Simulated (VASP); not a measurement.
# MgSe (Fm-3m) in VASP: further runs

MgSe is run at these levels: r2SCAN, PBE, HSE06; tasks: single point.

Everything below comes from runs of VASP 6.6.1. Logs are shortened: lines on timing, memory, paths and dates and some standing lists are left out, and cuts for length are marked.

## Step 1: The cell of the first run

It takes space group Fm-3m (No. 225, cubic). Conventional cell: a = 5.473 Å, b = 5.473 Å, c = 5.473 Å, α = 90.00°, β = 90.00°, γ = 90.00°. Within 3.6 Å of Mg (site symmetry m-3m) lie 6 Se at 2.74 Å. Se (site symmetry m-3m) has 6 Mg at 2.74 Å within 3.6 Å.

## Step 2: Single point, r2SCAN

The input, POSCAR:

```
MgSe
1.0
    0.0000000000      2.7362756105      2.7362756105
    2.7362756105      0.0000000000      2.7362756105
    2.7362756105      2.7362756105      0.0000000000
Mg Se
1 1
Direct
    0.0000000000      0.0000000000      0.0000000000
    0.5000000000      0.5000000000      0.5000000000
```

The input, INCAR.step1:

```
PREC = Accurate
ENCUT = 660
ISMEAR = 0
SIGMA = 0.01
LREAL = False
LASPH = True
NELM = 120
NBANDS = 11
GGA = PE
ALGO = Normal
EDIFF = 1E-5
LWAVE = True
LCHARG = False
GGA_COMPAT = False
```

The input, INCAR.step2:

```
PREC = Accurate
ENCUT = 660
EDIFF = 1E-6
ISMEAR = 0
SIGMA = 0.01
LREAL = False
LASPH = True
NELM = 120
ALGO = Normal
ISIF = 2
LWAVE = False
LCHARG = False
METAGGA = R2SCAN
LMIXTAU = True
NBANDS = 11
ISTART = 1
GGA_COMPAT = False
```

The input, KPOINTS:

```
regular mesh
0
Gamma
  4 4 4
```

Potentials or basis: VASP PAW PBE potentials, release 64 (Mg, Se).

On the command line:

```
cat potpaw_PBE.64/Mg/POTCAR potpaw_PBE.64/Se/POTCAR > POTCAR
cp INCAR.step1 INCAR
mpirun -np 1 vasp_std > vasp.out
cp INCAR.step2 INCAR
mpirun -np 1 vasp_std > vasp.out
```

OUTCAR:

```text
PREC = Accurate
   ENCUT = 660
   EDIFF = 1E-6
   ISMEAR = 0
   LREAL = False
   LASPH = True
   NELM = 120
   ISIF = 2
   METAGGA = R2SCAN
   ISTART = 1

 ion  position               nearest neighbor table
   1  0.000  0.000  0.000-   2 2.74   2 2.74   2 2.74   2 2.74   2 2.74   2 2.74
   2  0.500  0.500  0.500-   1 2.74   1 2.74   1 2.74   1 2.74   1 2.74   1 2.74

  LATTYP: Found a face centered cubic cell.
 ALAT       =     5.4725512210

  Lattice vectors:

 A1 = (   0.0000000000,   2.7362756105,   2.7362756105)
 A2 = (   2.7362756105,   0.0000000000,   2.7362756105)
 A3 = (   2.7362756105,   2.7362756105,   0.0000000000)

Analysis of symmetry for initial positions (statically):
=====================================================================
 Subroutine PRICEL returns:
 Original cell was already a primitive cell.

 Routine SETGRP: Setting up the symmetry group for a
 face centered cubic supercell.

 Subroutine GETGRP returns: Found 48 space group operations
 (whereof 48 operations were pure point group operations)
 out of a pool of 48 trial point group operations.

The static configuration has the point symmetry O_h .

Analysis of symmetry for dynamics (positions and initial velocities):
=====================================================================
 Subroutine PRICEL returns:
 Original cell was already a primitive cell.

 Routine SETGRP: Setting up the symmetry group for a
 face centered cubic supercell.

 Subroutine GETGRP returns: Found 48 space group operations
 (whereof 48 operations were pure point group operations)
 out of a pool of 48 trial point group operations.

The dynamic configuration has the point symmetry O_h .

 Subroutine INISYM returns: Found 48 space group operations
 (whereof 48 operations are pure point group operations),
 and found     1 'primitive' translations

----------------------------------------------------------------------------------------

                                     Primitive cell

  volume of cell :      40.9741

  direct lattice vectors                    reciprocal lattice vectors
     0.000000000  2.736275610  2.736275610    -0.182730131  0.182730131  0.182730131
     2.736275610  0.000000000  2.736275610     0.182730131 -0.182730131  0.182730131
     2.736275610  2.736275610  0.000000000     0.182730131  0.182730131 -0.182730131

  length of vectors
     3.869678079  3.869678079  3.869678079     0.316497870  0.316497870  0.316497870

  position of ions in fractional coordinates (direct lattice)
     0.000000000  0.000000000  0.000000000
     0.500000000  0.500000000  0.500000000

[... 68 lines left out ...]
   TEBEG  =    0.0;   TEEND  =   0.0 temperature during run
   PSTRESS=    0.0 pullay stress
   NELECT =       8.0000    total number of electrons
   NUPDOWN=      -1.0000    fix difference up-down
   EMIN   =  10.00;   EMAX   =-10.00  energy-range for DOS
   EFERMI =   0.00;   METHOD = LEGACY
   ISMEAR =     0;   SIGMA  =   0.01  broadening in eV -4-tet -1-fermi 0-gaus
   EFERMI_NEDOS =   21; number of points for ismear=-14 and -15
   IALGO  =     38    algorithm
   IMIX   =      4    mixing-type and parameters
     AMIX     =   0.40;   BMIX     =  1.00
     AMIX_MAG =   1.60;   BMIX_MAG =  1.00
  volume/ion in A,a.u.               =      20.49       138.25
  Fermi-wavevector in a.u.,A,eV,Ry     =   0.949733  1.794736 12.272364  0.901993
  Thomas-Fermi vector in A             =   2.078044
   LORBIT       =      0    0 simple, 1 ext, 2 COOP (PROOUT), +10 PAW based schemes
   METAGGA = R2SCAN    functional components
   LHFCALC =     F    Hartree Fock is set to
   AEXX    =    0.0000 exact exchange contribution
   IVDW    =     0    specifies the selected vdW correction
   LEPSILON=     F    determine dielectric tensor
   LRPA    =     F    only Hartree local field effects (RPA)
 non-spin polarized calculation
 Gauss-broadening in eV      SIGMA  =   0.01
  energy-cutoff  :      660.00
  volume of cell :       40.97
 maximum number of plane-waves:      1604
   NGX = 17   NGY = 17   NGZ = 17

 number of electron       8.0000000 magnetization

 Free energy of the ion-electron system (eV)
  ---------------------------------------------------
  ext. energy  EPLUGINS =         0.00000000
  ---------------------------------------------------
  free energy    TOTEN  =       -21.32608299 eV

  energy without entropy =      -21.32608299  energy(sigma->0) =      -21.32608299

 E-fermi :   2.9456     XC(G=0):  -9.7939

 val. band max:        2.8947877276   @ k =   0.0000   0.0000   0.0000
 cond. band min:       5.3131352209   @ k =   0.5000   0.5000   0.0000
 fundamental gap:      2.4183474932
 Fermi energy:         2.9456160509

 k-point     1 :       0.0000    0.0000    0.0000
  band No.  band energies     occupation
      1     -10.4209      2.00000
      2       2.8948      2.00000
      3       2.8948      2.00000
      4       2.8948      2.00000
      5       6.2955      0.00000
      6      10.9101      0.00000
      7      10.9101      0.00000
      8      10.9101      0.00000
      9      13.4270      0.00000
     10      13.4270      0.00000
     11      14.8348      0.00000
[... 85 lines left out ...]
 k-point     8 :      -0.2500    0.5000    0.2500
  band No.  band energies     occupation
      1      -8.9223      2.00000
      2      -0.4131      2.00000
      3      -0.4131      2.00000
      4       0.4084      2.00000
      5       7.9971      0.00000
      6      10.5634      0.00000
      7      11.1221      0.00000
      8      11.1221      0.00000
      9      17.0304      0.00000
     10      17.0304      0.00000
     11      18.4922      0.00000

------------------------ aborting loop because EDIFF is reached ----------------------------------------

  FORCE on cell =-STRESS in cart. coord.  units (eV):
  Direction    XX          YY          ZZ          XY          YZ          ZX
  --------------------------------------------------------------------------------------
  -------------------------------------------------------------------------------------
  Total        0.0326156      0.0326156      0.0326156     -0.0000000     -0.0000000     -0.0000000
  in kB        1.2753397      1.2753397      1.2753397     -0.0000000     -0.0000000     -0.0000000
  external PRESSURE =       1.2753397 kB  Pullay stress =       0.0000000 kB

 VOLUME and BASIS-vectors are now :
 -----------------------------------------------------------------------------
  energy-cutoff  :      660.00
  volume of cell :       40.97
      direct lattice vectors                 reciprocal lattice vectors
     0.000000000  2.736275610  2.736275610    -0.182730131  0.182730131  0.182730131
     2.736275610  0.000000000  2.736275610     0.182730131 -0.182730131  0.182730131
     2.736275610  2.736275610  0.000000000     0.182730131  0.182730131 -0.182730131

 POSITION                                       TOTAL-FORCE (eV/Angst)
 -----------------------------------------------------------------------------------
      0.00000      0.00000      0.00000        -0.000000     -0.000000     -0.000000
      2.73628      2.73628      2.73628         0.000000      0.000000      0.000000
 -----------------------------------------------------------------------------------
    total drift:                               -0.000000     -0.000000      0.000000

  FREE ENERGIE OF THE ION-ELECTRON SYSTEM (eV)
  ---------------------------------------------------
  free  energy   TOTEN  =       -21.3260829879 eV

  energy  without entropy=      -21.3260829879  energy(sigma->0) =      -21.32608299
```

Run time: 24 s. Hardware: 1 thread of Intel Xeon Platinum 8259CL at 2.50GHz (Skylake/Cascade Lake), shared host; peak memory 0.18 GiB.

What came out:

```
Free energy            : -21.3261 eV
Pressure               : 0.1 GPa
Band gap on the k mesh : 2.42 eV (least direct gap 3.40 eV)
```

Levels at points of the mesh, in eV from the valence-band top:
```tsv
k point	band 2	band 3	band 4	band 5	band 6	band 7
(0.00, 0.00, 0.00)	0.00	0.00	0.00	3.40	8.02	8.02
(0.50, 0.00, 0.00)	-4.92	-0.60	-0.60	4.50	6.68	6.68
(0.50, 0.50, 0.00)	-4.26	-1.79	-1.79	2.42	4.55	12.73
```

Caveat: the k points lie up to 0.50 Å⁻¹ apart; the PAW data sets were made with another functional, which shifts forces and pressure a little. r2SCAN opens gaps a little over a GGA but as a rule still falls short of measured ones.

## Step 3: Single point, PBE

The input, INCAR:

```
ALGO = Normal
EDIFF = 1E-6
ENCUT = 600
GGA = PE
GGA_COMPAT = F
ISIF = 2
ISMEAR = 0
LASPH = T
LCHARG = T
LELF = T
LREAL = F
LVHAR = T
LWAVE = F
NBANDS = 11
NELM = 120
PREC = Accurate
SIGMA = 0.01
```

The input, KPOINTS:

```
k-points
0
Gamma
  6 6 6
```

POSCAR is that of step 2.

Potentials or basis: VASP PAW PBE potentials, release 64 (Mg, Se).

On the command line:

```
cat potpaw_PBE.64/Mg/POTCAR potpaw_PBE.64/Se/POTCAR > POTCAR
mpirun -np 1 vasp_std > vasp.out
```

It took 8.5 s on 1 thread of Intel Xeon Platinum 8259CL at 2.50GHz (Skylake/Cascade Lake), shared host; peak memory 0.17 GiB.

Results (log left out):

```
Free energy            : -7.4833 eV
Pressure               : 1.1 GPa
Band gap on the k mesh : 1.78 eV (least direct gap 2.52 eV)
```

Levels at points of the mesh, in eV from the valence-band top:
| k point | band 2 | band 3 | band 4 | band 5 | band 6 | band 7 |
| --- | --- | --- | --- | --- | --- | --- |
| (0.00, 0.00, 0.00) | 0.00 | 0.00 | 0.00 | 2.52 | 7.41 | 7.41 |
| (0.50, 0.00, 0.00) | -4.89 | -0.57 | -0.57 | 3.81 | 6.08 | 6.08 |
| (0.50, 0.50, 0.00) | -4.20 | -1.76 | -1.76 | 1.78 | 3.99 | 11.63 |

A k mesh can miss the band edges. As with any semilocal functional, this PBE gap is likely too small.

## Step 4: Single point, HSE06

POSCAR is that of step 3.

The input, INCAR.step1:

```
PREC = Accurate ; ENCUT = 520
EDIFF = 1E-5 ; ISMEAR = 0
SIGMA = 0.01 ; LREAL = F
LASPH = T ; NELM = 120
ALGO = Normal ; ISIF = 2
LWAVE = T ; LCHARG = F
NBANDS = 11 ; GGA = PE
GGA_COMPAT = F
```

The input, INCAR.step2:

```
PREC = Accurate ; ENCUT = 520
EDIFF = 1E-6 ; ISMEAR = 0
SIGMA = 0.01 ; LREAL = F
LASPH = T ; NELM = 120
ALGO = Normal ; ISIF = 2
LWAVE = F ; LCHARG = F
GGA = PE ; LHFCALC = T
HFSCREEN = 0.2079 ; PRECFOCK = Normal
NBANDS = 11 ; ISTART = 1
GGA_COMPAT = F
```

The input, KPOINTS:

```
Automatic mesh
0
Gamma
  4 4 4
```

Potentials or basis: VASP PAW PBE potentials, release 64 (Mg, Se).

On the command line:

```
cat potpaw_PBE.64/Mg/POTCAR potpaw_PBE.64/Se/POTCAR > POTCAR
cp INCAR.step1 INCAR
mpirun -np 1 vasp_std > vasp.out
cp INCAR.step2 INCAR
mpirun -np 1 vasp_std > vasp.out
```

OUTCAR:

```text
PREC = Accurate
   ENCUT = 520
   EDIFF = 1E-6
   ISMEAR = 0
   LREAL = F
   LASPH = T
   NELM = 120
   ISIF = 2
   GGA = PE
   LHFCALC = T
   HFSCREEN = 0.2079
   PRECFOCK = Normal
   ISTART = 1

 ion  position               nearest neighbor table
   1  0.000  0.000  0.000-   2 2.74   2 2.74   2 2.74   2 2.74   2 2.74   2 2.74
   2  0.500  0.500  0.500-   1 2.74   1 2.74   1 2.74   1 2.74   1 2.74   1 2.74

  LATTYP: Found a face centered cubic cell.
 ALAT       =     5.4725512210

  Lattice vectors:

 A1 = (   0.0000000000,   2.7362756105,   2.7362756105)
 A2 = (   2.7362756105,   0.0000000000,   2.7362756105)
 A3 = (   2.7362756105,   2.7362756105,   0.0000000000)

Analysis of symmetry for initial positions (statically):
=====================================================================
 Subroutine PRICEL returns:
 Original cell was already a primitive cell.

 Routine SETGRP: Setting up the symmetry group for a
 face centered cubic supercell.

 Subroutine GETGRP returns: Found 48 space group operations
 (whereof 48 operations were pure point group operations)
[... 165 lines left out ...]
      1     -11.5334      2.00000
      2       2.5473      2.00000
      3       2.5473      2.00000
      4       2.5473      2.00000
      5       6.0611      0.00000
      6      10.9800      0.00000
      7      10.9800      0.00000
      8      10.9800      0.00000
      9      13.6688      0.00000
     10      13.6688      0.00000
     11      14.6169      0.00000
[... 85 lines left out ...]
 k-point     8 :      -0.2500    0.5000    0.2500
  band No.  band energies     occupation
      1      -9.9107      2.00000
      2      -0.9998      2.00000
      3      -0.9998      2.00000
      4      -0.1193      2.00000
      5       7.9985      0.00000
      6      10.5936      0.00000
      7      11.1490      0.00000
      8      11.1490      0.00000
      9      16.9786      0.00000
     10      16.9786      0.00000
     11      18.6717      0.00000

------------------------ aborting loop because EDIFF is reached ----------------------------------------

  FORCE on cell =-STRESS in cart. coord.  units (eV):
  Direction    XX          YY          ZZ          XY          YZ          ZX
  --------------------------------------------------------------------------------------
  -------------------------------------------------------------------------------------
  Total       -0.0507803     -0.0507803     -0.0507803     -0.0000000     -0.0000000      0.0000000
  in kB       -1.9856208     -1.9856208     -1.9856208     -0.0000000     -0.0000000      0.0000000
  external PRESSURE =      -1.9856208 kB  Pullay stress =       0.0000000 kB

 VOLUME and BASIS-vectors are now :
 -----------------------------------------------------------------------------
  energy-cutoff  :      520.00
  volume of cell :       40.97
      direct lattice vectors                 reciprocal lattice vectors
     0.000000000  2.736275610  2.736275610    -0.182730131  0.182730131  0.182730131
     2.736275610  0.000000000  2.736275610     0.182730131 -0.182730131  0.182730131
     2.736275610  2.736275610  0.000000000     0.182730131  0.182730131 -0.182730131

 POSITION                                       TOTAL-FORCE (eV/Angst)
 -----------------------------------------------------------------------------------
      0.00000      0.00000      0.00000         0.000000      0.000000      0.000000
      2.73628      2.73628      2.73628        -0.000000      0.000000     -0.000000
 -----------------------------------------------------------------------------------
    total drift:                                0.000011      0.000016      0.000016

  FREE ENERGIE OF THE ION-ELECTRON SYSTEM (eV)
  ---------------------------------------------------
  free  energy   TOTEN  =        -8.7092627760 eV

  energy  without entropy=       -8.7092627760  energy(sigma->0) =       -8.70926278
```

OUTCAR.step1:

```text
PREC = Accurate
   ENCUT = 520
   EDIFF = 1E-5
   ISMEAR = 0
   LREAL = F
   LASPH = T
[... 314 lines left out ...]
 -----------------------------------------------------------------------------------
      0.00000      0.00000      0.00000        -0.000000     -0.000000      0.000000
      2.73628      2.73628      2.73628         0.000000      0.000000      0.000000
 -----------------------------------------------------------------------------------
    total drift:                               -0.000000     -0.000000      0.000000

  FREE ENERGIE OF THE ION-ELECTRON SYSTEM (eV)
  ---------------------------------------------------
  free  energy   TOTEN  =        -7.4185881881 eV

  energy  without entropy=       -7.4185881881  energy(sigma->0) =       -7.41858819
```

It took 2.4 min on 1 thread of Intel Xeon Platinum 8259CL at 2.50GHz (Skylake/Cascade Lake), shared host; peak memory 0.28 GiB.

What came out:

| Item | Value |
| --- | --- |
| Free energy | -8.7093 eV |
| Pressure | -0.2 GPa |
| Band gap on the k mesh | 2.62 eV (least direct gap 3.51 eV) |

Caveat: the k points lie up to 0.50 Å⁻¹ apart; the PAW data sets were made with another functional, which shifts forces and pressure a little. A k mesh can miss the band edges.

## Step 5: Summary

```tsv
level	k mesh	cutoff (eV)	grid for exact exchange (PRECFOCK)	share of exact exchange	screening parameter	gap on the mesh (eV)	pressure (GPa)
r2SCAN	4 × 4 × 4	660	-	-	-	2.42	0.1
PBE	6 × 6 × 6	600	-	-	-	1.78	1.1
HSE06	4 × 4 × 4	520	Normal	0.25	0.2079 1/Å	2.62	-0.2
```

Alike in all rows: task single point; potentials or basis VASP PAW PBE potentials, release 64 (Mg, Se); no spin polarisation; cell as given; smearing gaussian 0.01 eV.

Caveats: some runs use coarse meshes; the PAW data sets were made with another functional, which shifts forces and pressure a little (at least some runs).

Absolute energies hang on the potentials; compare differences alone.
